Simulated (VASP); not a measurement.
# Ti in VASP: notebook

The runs below take Ti through single point, with PBE.

Program: VASP 6.6.1. These are calculated values, not measurements. Logs are shortened: lines on timing, memory, paths and dates and some standing lists are left out, and cuts for length are marked.

## Step 1: The cell of the first run

The cell holds a slab with vacuum, 10 atoms: a = 2.938 Å, b = 5.501 Å, c = 25.790 Å, α = 90.00°, β = 90.00°, γ = 105.49°.

## Step 2: Single point, PBE

INCAR reads:

```
SYSTEM = Ti
ALGO = Normal ; DIPOL = 0.5 0.5 0.500
EDIFF = 1E-6 ; ENCUT = 520
GGA = PE ; IDIPOL = 3
ISIF = 2 ; ISMEAR = 1
ISYM = 0 ; LASPH = .True.
LCHARG = .True. ; LDIPOL = .True.
LELF = .True. ; LREAL = .False.
LVACPOTAV = .True. ; LVHAR = .True.
LWAVE = .False. ; NBANDS = 71
NELM = 100 ; PREC = Accurate
SIGMA = 0.2
```

KPOINTS reads:

```
k-points
0
Gamma
  12 7 1
  0 0 0
```

POSCAR reads:

```
Ti
1.0
    2.9384580613      0.0000000000      0.0000000000
   -1.4692290307      5.3013487498      0.0000000000
    0.0000000000      0.0000000000     25.7900303010
Ti
10
Direct
    0.4422069682      0.8844139365      0.2908100499
    0.7882169229      0.5764338458      0.3629445155
    0.0574189138      0.1148378276      0.3773714086
    0.4034288685      0.8068577369      0.4495058741
    0.6726308594      0.3452617188      0.4639327672
    0.0186408140      0.0372816281      0.5360672328
    0.2878428050      0.5756856099      0.5504941259
    0.6338527596      0.2677055192      0.6226285914
    0.9030547505      0.8061095011      0.6370554845
    0.2490647052      0.4981294104      0.7091899501
```

Potentials or basis: VASP PAW PBE potentials, release 64 (Ti_sv).

Command:

```sh
$ cat potpaw_PBE.64/Ti_sv/POTCAR > POTCAR
$ mpirun -np 1 vasp_std > vasp.out
```

OUTCAR:

```text
SYSTEM = Ti
   EDIFF = 1E-6
   ENCUT = 520
   GGA = PE
   ISIF = 2
   ISMEAR = 1
   ISYM = 0
   LASPH = .True.
   LREAL = .False.
   NELM = 100
   PREC = Accurate

 ion  position               nearest neighbor table
   1  0.442  0.884  0.291-   2 2.88   2 2.88
   2  0.788  0.576  0.363-   5 2.88   3 2.88   3 2.88   3 2.88   1 2.88   1 2.88
   3  0.057  0.115  0.377-   4 2.88   4 2.88   2 2.88   2 2.88   2 2.88
   4  0.403  0.807  0.450-   3 2.88   3 2.88   5 2.88   5 2.88   5 2.88   7 2.88
   5  0.673  0.345  0.464-   2 2.88   4 2.88   4 2.88   4 2.88   6 2.88   6 2.88
   6  0.019  0.037  0.536-   9 2.88   7 2.88   7 2.88   7 2.88   5 2.88   5 2.88
   7  0.288  0.576  0.550-   8 2.88   8 2.88   6 2.88   6 2.88   6 2.88   4 2.88
   8  0.634  0.268  0.623-   7 2.88   7 2.88   9 2.88   9 2.88   9 2.88
   9  0.903  0.806  0.637-   6 2.88   8 2.88   8 2.88   8 2.88  10 2.88  10 2.88
  10  0.249  0.498  0.709-   9 2.88   9 2.88

IMPORTANT INFORMATION: All symmetrisations will be switched off!
NOSYMM: (Re-)initialisation of all symmetry stuff for point group C_1.

----------------------------------------------------------------------------------------

                                     Primitive cell

  volume of cell :     401.7517

  direct lattice vectors                    reciprocal lattice vectors
     2.938458061  0.000000000  0.000000000     0.340314539  0.094315621  0.000000000
    -1.469229031  5.301348750  0.000000000     0.000000000  0.188631242  0.000000000
     0.000000000  0.000000000 25.790030301     0.000000000  0.000000000  0.038774673

  length of vectors
     2.938458061  5.501175557 25.790030301     0.353142212  0.188631242  0.038774673

  position of ions in fractional coordinates (direct lattice)
     0.442206968  0.884413937  0.290810050
     0.788216923  0.576433846  0.362944515
     0.057418914  0.114837828  0.377371409
     0.403428869  0.806857737  0.449505874
     0.672630859  0.345261719  0.463932767
     0.018640814  0.037281628  0.536067233
     0.287842805  0.575685610  0.550494126
     0.633852760  0.267705519  0.622628591
     0.903054750  0.806109501  0.637055485
     0.249064705  0.498129410  0.709189950

  ion indices of the primitive-cell ions
   primitive index   ion index
                 1           1
                 2           2
                 3           3
                 4           4
                 5           5
                 6           6
                 7           7
                 8           8
                 9           9
                10          10

----------------------------------------------------------------------------------------

 KPOINTS: k-points

Automatic generation of k-mesh.
 Grid dimensions read from file:
 generate k-points for:   12    7    1

 Generating k-lattice:

  Cartesian coordinates                     Fractional coordinates (reciprocal lattice)
     0.028359545  0.007859635  0.000000000     0.083333333  0.000000000  0.000000000
     0.000000000  0.026947320  0.000000000     0.000000000  0.142857143  0.000000000
     0.000000000  0.000000000  0.038774673     0.000000000  0.000000000  1.000000000

  Length of vectors
     0.029428518  0.026947320  0.038774673

  Shift w.r.t. Gamma in fractional coordinates (k-lattice)
     0.000000000  0.000000000  0.000000000

 -----------------------------------------------------------------------------
|                                                                             |
|           W    W    AA    RRRRR   N    N  II  N    N   GGGG   !!!           |
|           W    W   A  A   R    R  NN   N  II  NN   N  G    G  !!!           |
|           W    W  A    A  R    R  N N  N  II  N N  N  G       !!!           |
|           W WW W  AAAAAA  RRRRR   N  N N  II  N  N N  G  GGG   !            |
|           WW  WW  A    A  R   R   N   NN  II  N   NN  G    G                |
|           W    W  A    A  R    R  N    N  II  N    N   GGGG   !!!           |
|                                                                             |
|     Your reciprocal lattice and k-lattice belong to different lattice       |
|     classes:                                                                |
|                                                                             |
|        The reciprocal lattice is base centered orthorhombic,                |
|        whereas your k-lattice is simple monoclinic.                         |
|                                                                             |
|     Results are often still useful ...                                      |
|                                                                             |
 -----------------------------------------------------------------------------

 WARNING: IBZKPT: internal override: KBLOWUP is changed to .FALSE.
      ... skipping the blow-up phase ...

 Subroutine IBZKPT returns following result:
 ===========================================

 Found     43 irreducible k-points:

 Following reciprocal coordinates:
            Coordinates               Weight
  0.000000  0.000000  0.000000      1.000000
  0.083333 -0.000000  0.000000      2.000000
  0.166667 -0.000000  0.000000      2.000000
  0.250000  0.000000  0.000000      2.000000
  0.333333 -0.000000  0.000000      2.000000
  0.416667 -0.000000  0.000000      2.000000
[... 16 lines left out ...]
  0.250000  0.285714  0.000000      2.000000
  0.333333  0.285714  0.000000      2.000000
 [... further k-points ...]
   k-points           NKPTS =     43   k-points in BZ     NKDIM =     43   number of bands    NBANDS=     71
   number of dos      NEDOS =    301   number of ions     NIONS =     10
   total plane-waves  NPLWV = 193536
   dimension x,y,z NGX =    24 NGY =   42 NGZ =  192
   dimension x,y,z NGXF=    48 NGYF=   84 NGZF=  384
   ions per type =              10
   NGX,Y,Z   is equivalent  to a cutoff of  13.58, 12.69, 12.38 a.u.
   NGXF,Y,Z  is equivalent  to a cutoff of  27.16, 25.38, 24.75 a.u.
 SYSTEM =  Ti
   PREC   = accura    normal or accurate (medium, high low for compatibility)
   ISTART =      0    job   : 0-new  1-cont  2-samecut
   ICHARG =      2    charge: 1-file 2-atom 10-const
   ISPIN  =      1    spin polarized calculation?
   LNONCOLLINEAR =      F non collinear calculations
   LSORBIT =      F    spin-orbit coupling
   LASPH  =      T    aspherical Exc in radial PAW
   ENCUT  =  520.0 eV  38.22 Ry    6.18 a.u.   5.46 10.23 47.95*2*pi/ulx,y,z
   NELM   =    100;   NELMIN=  2; NELMDL= -5     # of ELM steps
   EDIFF  = 0.1E-05   stopping-criterion for ELM
   LREAL  =      F    real-space projection
   EDIFFG = 0.1E-04   stopping-criterion for IOM
   NSW    =      0    number of steps for IOM
   IBRION =     -1    ionic relax: 0-MD 1-quasi-New 2-CG
   NFREE  =      0    steps in history (QN), initial steepest desc. (CG)
   ISIF   =      2    stress and relaxation
   ISYM   =      0    0-nonsym 1-usesym 2-fastsym
   POTIM  = 0.5000    time-step for ionic-motion
   TEBEG  =    0.0;   TEEND  =   0.0 temperature during run
   PSTRESS=    0.0 pullay stress
   NELECT =     120.0000    total number of electrons
   NUPDOWN=      -1.0000    fix difference up-down
   EMIN   =  10.00;   EMAX   =-10.00  energy-range for DOS
   EFERMI =   0.00;   METHOD = LEGACY
   ISMEAR =     1;   SIGMA  =   0.20  broadening in eV -4-tet -1-fermi 0-gaus
   EFERMI_NEDOS =   21; number of points for ismear=-14 and -15
   IALGO  =     38    algorithm
   IMIX   =      4    mixing-type and parameters
     AMIX     =   0.40;   BMIX     =  1.00
     AMIX_MAG =   1.60;   BMIX_MAG =  1.00
  volume/ion in A,a.u.               =      40.18       271.12
  Fermi-wavevector in a.u.,A,eV,Ry     =   1.094333  2.067989 16.293845  1.197564
  Thomas-Fermi vector in A             =   2.230635
   LORBIT       =      0    0 simple, 1 ext, 2 COOP (PROOUT), +10 PAW based schemes
   GGA     = PE    functional components
   LHFCALC =     F    Hartree Fock is set to
   AEXX    =    0.0000 exact exchange contribution
   IVDW    =     0    specifies the selected vdW correction
   LEPSILON=     F    determine dielectric tensor
   LRPA    =     F    only Hartree local field effects (RPA)
 non-spin polarized calculation
 Methfessel and Paxton  Order N= 1 SIGMA  =   0.20
  energy-cutoff  :      520.00
  volume of cell :      401.75
 maximum number of plane-waves:     10884
 NGX is ok and might be reduce to    24
   NGX = 11   NGY = 21   NGZ = 95

 dipolmoment           0.000000      0.000000     -0.000021 electrons x Angstroem

 number of electron     119.9999998 magnetization

 dipolmoment           0.000000      0.000000      0.000046 electrons x Angstroem

 Free energy of the ion-electron system (eV)
  ---------------------------------------------------
  ext. energy  EPLUGINS =         0.00000000
  ---------------------------------------------------
  free energy    TOTEN  =       -73.16259903 eV

  energy without entropy =      -73.17534363  energy(sigma->0) =      -73.16684723

 E-fermi :   1.8791     XC(G=0):  -5.9917

 val. band max:        1.8781846506   @ k =   0.0833  -0.0000   0.0000
 cond. band min:       1.8810190201   @ k =   0.1667  -0.0000   0.0000
 fundamental gap:      0.0028343694
 Fermi energy:         1.8791302180

 k-point     1 :       0.0000    0.0000    0.0000
  band No.  band energies     occupation
      1     -55.3234      2.00000
      2     -55.3234      2.00000
      3     -54.9689      2.00000
      4     -54.9329      2.00000
      5     -54.8877      2.00000
      6     -54.8667      2.00000
[... 63 lines left out ...]
     70       2.9701     -0.00000
     71       3.0111     -0.00000

 k-point     2 :       0.0833   -0.0000    0.0000
  band No.  band energies     occupation
      1     -55.3210      2.00000
      2     -55.3209      2.00000
      3     -54.9639      2.00000
      4     -54.9288      2.00000
      5     -54.8851      2.00000
      6     -54.8652      2.00000
[... 63 lines left out ...]
     70       2.8664     -0.00000
     71       2.9299     -0.00000

 k-point     3 :       0.1667   -0.0000    0.0000
  band No.  band energies     occupation
      1     -55.3143      2.00000
      2     -55.3142      2.00000
      3     -54.9498      2.00000
      4     -54.9174      2.00000
      5     -54.8779      2.00000
      6     -54.8610      2.00000
[... 1543 lines left out ...]
     70       2.4447     -0.00047
     71       2.6620     -0.00000

 k-point    24 :       0.3333    0.2857    0.0000
  band No.  band energies     occupation
      1     -55.2959      2.00000
      2     -55.2959      2.00000
      3     -54.8887      2.00000
      4     -54.8705      2.00000
      5     -54.8634      2.00000
      6     -54.8553      2.00000
[... 63 lines left out ...]
     70       2.5826     -0.00001
     71       2.6663     -0.00000

 [... further k-points ...]

------------------------ aborting loop because EDIFF is reached ----------------------------------------

  FORCE on cell =-STRESS in cart. coord.  units (eV):
  Direction    XX          YY          ZZ          XY          YZ          ZX
  --------------------------------------------------------------------------------------
  -------------------------------------------------------------------------------------
  Total       -4.6178363     -5.7452587     -5.6732597      0.0018556     -0.5239542     -0.0012828
  in kB      -18.4158342    -22.9119708    -22.6248402      0.0073999     -2.0895184     -0.0051156
  external PRESSURE =     -21.3175484 kB  Pullay stress =       0.0000000 kB

 VOLUME and BASIS-vectors are now :
 -----------------------------------------------------------------------------
  energy-cutoff  :      520.00
  volume of cell :      401.75
      direct lattice vectors                 reciprocal lattice vectors
     2.938458061  0.000000000  0.000000000     0.340314539  0.094315621  0.000000000
    -1.469229031  5.301348750  0.000000000     0.000000000  0.188631242  0.000000000
     0.000000000  0.000000000 25.790030301     0.000000000  0.000000000  0.038774673

 POSITION                                       TOTAL-FORCE (eV/Angst)
 -----------------------------------------------------------------------------------
     -0.00000      4.68859      7.50000         0.000137     -0.003410      1.106546
      1.46923      3.05588      9.36035        -0.000085      0.464611     -0.499694
     -0.00000      0.60880      9.73242         0.000016     -0.420756     -0.413686
      0.00000      4.27743     11.59277         0.000022     -0.066623     -0.021440
      1.46923      1.83035     11.96484         0.000561      0.058841     -0.065747
     -0.00000      0.19764     13.82519        -0.000609     -0.058902      0.065844
      0.00000      3.05191     14.19726        -0.000054      0.066633      0.021399
      1.46923      1.41920     16.05761        -0.000049      0.420730      0.413732
      1.46923      4.27347     16.42968         0.000085     -0.464511      0.499649
     -0.00000      2.64076     18.29003        -0.000024      0.003387     -1.106602
 -----------------------------------------------------------------------------------
    total drift:                                0.000209      0.000005     -0.000127

  FREE ENERGIE OF THE ION-ELECTRON SYSTEM (eV)
  ---------------------------------------------------
  free  energy   TOTEN  =       -73.1625990251 eV

  energy  without entropy=      -73.1753436273  energy(sigma->0) =      -73.16684723

 vacuum level on the upper side and lower side of the slab         4.999         4.999
```

It took 39 min on 1 thread of Intel Xeon 6975P-C (Granite Rapids), shared host; peak memory 0.98 GiB.

What came out:

- Free energy: -73.1626 eV
- Largest force: 1.107 eV/Å
- Band gap on the k mesh: zero (bands 60 and 61 overlap by 0.48 eV)

Forces on the atoms (eV/Å):
```
Ti   0.000 -0.003  1.107
Ti   0.000  0.465 -0.500
Ti   0.000 -0.421 -0.414
Ti   0.000 -0.067 -0.021
Ti   0.001  0.059 -0.066
Ti  -0.001 -0.059  0.066
Ti   0.000  0.067  0.021
Ti   0.000  0.421  0.414
Ti   0.000 -0.465  0.500
Ti   0.000  0.003 -1.107
```

Levels at points of the mesh, in eV from the Fermi level:
| k point | band 59 | band 60 | band 61 | band 62 | band 63 | band 64 |
| --- | --- | --- | --- | --- | --- | --- |
| (0.00, 0.00, 0.00) | 0.04 | 0.10 | 0.39 | 0.47 | 0.61 | 0.68 |
| (0.50, 0.00, 0.00) | -0.44 | -0.29 | -0.24 | 0.25 | 0.29 | 0.41 |

## Step 3: Single point, PBE

INCAR reads:

```
PREC = Accurate
ENCUT = 450
EDIFF = 1E-6
ISMEAR = 0
SIGMA = 0.1
LREAL = F
LASPH = T
NELM = 300
ALGO = Normal
ISIF = 2
LWAVE = F
LCHARG = T
LDIPOL = T
IDIPOL = 3
DIPOL = 0.5 0.5 0.500
GGA = PE
LVHAR = T
LVACPOTAV = T
NBANDS = 71
ISYM = 0
GGA_COMPAT = F
NELMDL = -8
AMIX = 0.1
BMIX = 1E-4
AMIX_MAG = 0.4
BMIX_MAG = 1E-4
KPAR = 4
```

KPOINTS reads:

```
regular mesh
0
Gamma
  12 7 1
```

POSCAR is that of step 2.

Potentials or basis: VASP PAW PBE potentials, release 64 (Ti_sv).

Command:

```sh
$ cat potpaw_PBE.64/Ti_sv/POTCAR > POTCAR
$ mpirun -np 4 vasp_std > vasp.out
```

Run time: 9.8 min. Hardware: 4 MPI ranks of Intel Xeon 6975P-C (Granite Rapids), shared host; peak memory 0.82 GiB.

It converged, with:

| Property | Result |
| --- | --- |
| Free energy | -73.1830 eV |
| Largest force | 1.094 eV/Å |
| Band gap on the k mesh | zero (bands 60 and 61 overlap by 0.48 eV) |

Forces in eV/Å, atoms in the order of the input:
```
Ti   0.000  0.000  1.094
Ti   0.000  0.448 -0.499
Ti   0.001 -0.407 -0.412
Ti   0.000 -0.061 -0.021
Ti   0.000  0.059 -0.060
Ti  -0.001 -0.060  0.060
Ti   0.000  0.062  0.022
Ti   0.000  0.408  0.411
Ti   0.001 -0.448  0.497
Ti   0.000 -0.001 -1.093
```

Levels at points of the mesh, in eV from the Fermi level:
| k point | band 58 | band 59 | band 60 | band 61 | band 62 | band 63 | band 64 | band 65 |
| --- | --- | --- | --- | --- | --- | --- | --- | --- |
| (0.00, 0.00, 0.00) | 0.03 | 0.05 | 0.10 | 0.39 | 0.47 | 0.61 | 0.68 | 0.74 |
| (0.50, 0.00, 0.00) | -0.45 | -0.44 | -0.29 | -0.24 | 0.26 | 0.29 | 0.41 | 0.42 |
